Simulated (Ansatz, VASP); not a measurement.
# One calculation of SnTe, two programs

File INCAR:

```
PREC = Accurate
ENCUT = 520
EDIFF = 1E-8
ISMEAR = -1
SIGMA = 0.08
LREAL = F
LASPH = T
NELM = 100
ALGO = Normal
ISIF = 2
LWAVE = F
LCHARG = F
GGA = PE
LEFG = T
NBANDS = 17
```

File KPOINTS:

```
regular mesh
0
Gamma
  11 11 11
```

The input POSCAR:

```
SnTe
1.0
    0.0000000000      3.2082551003      3.2082551003
    3.2082551003      0.0000000000      3.2082551003
    3.2082551003      3.2082551003      0.0000000000
Sn Te
1 1
Direct
    0.0000000000      0.0000000000      0.0000000000
    0.5000000000      0.5000000000      0.5000000000
```

Input for Ansatz:

```yaml
crystal:
  lattice:
    - [0.0, 3.2082551003, 3.2082551003]
    - [3.2082551003, 0.0, 3.2082551003]
    - [3.2082551003, 3.2082551003, 0.0]
  atoms:
    - { symbol: Sn, position: [0.0, 0.0, 0.0] }
    - { symbol: Te, position: [0.5, 0.5, 0.5] }
kpoints:
  mp_grid: { grid: [11, 11, 11] }
scf:
  occupations: { method: fermi_dirac, width: 0.08 }
hamiltonian:
  xc: pbe
  pseudopotentials: { kind: paw }
output:
  forces: true
  stress: true
  eigenvalues: true
  efg: { contact_densities: true }
```

Change from the starting cell: volume scaled by 1.05, PAW files.

Alike in both runs: task electric field gradients; functional PBE; k mesh 11 × 11 × 11; occupations fermi-dirac, width 0.08 eV; no spin polarisation.

|  | VASP | Ansatz |
| --- | --- | --- |
| version | VASP 6.6.1 | Ansatz 0.2.0 |
| potentials or method | VASP PAW PBE potentials, release 64 (Sn_d, Te) | PAW with Ansatz's default frozen-core files, scalar-relativistic |
| plane-wave cutoff (eV) | 520 | 420 |
| valence electrons in the cell | 20 | 30 |

|  | VASP | Ansatz | Ansatz less VASP |
| --- | --- | --- | --- |
| pressure (GPa) | -0.2 | -0.1 | +0.02 |

With one functional, cell and mesh, what is left measures potentials, basis and numerics. VASP's potentials hold 20 valence electrons a cell and Ansatz's 30, so a difference there can come from the potentials and not from the codes.

Spin-orbit coupling is off throughout.
